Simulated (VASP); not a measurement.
AlN, 2 atoms in the cell. The structure is cubic, space group Fm-3m (No. 225). The conventional cell has a = 3.990 Å, b = 3.990 Å, c = 3.990 Å, α = 90.00°, β = 90.00°, γ = 90.00°. Al (site symmetry m-3m) has 6 N at 1.99 Å within 2.6 Å. Within 2.6 Å of N (site symmetry m-3m) lie 6 Al at 1.99 Å. 

* Program: VASP 6.6.1
* Task: single point
* Functional: LDA
* Potentials or basis: VASP PAW LDA potentials, release 64 (Al, N)
* Cutoff: 520 eV
* k mesh: 8 × 8 × 8
* Occupations: gaussian, width 0.01 eV
* Spin: no spin polarisation
* Dipole correction: no
* Further INCAR settings: ALGO = Normal; EDIFF = 1e-07; NBANDS = 11

Potentials or basis: VASP PAW LDA potentials, release 64 (Al, N).

Command:

```bash
$ cat potpaw_LDA.64/Al/POTCAR potpaw_LDA.64/N/POTCAR > POTCAR
$ mpirun -np 1 vasp_std > vasp.out
```

Hardware: 1 thread of AMD EPYC 7R13, on a shared host.

Q: How long does it take, and how much memory?

A: Wall time 9.9 s on 1 thread of AMD EPYC 7R13, with other jobs on the host, peak memory 0.09 GiB. Counts: scf iterations 12, k points 29.
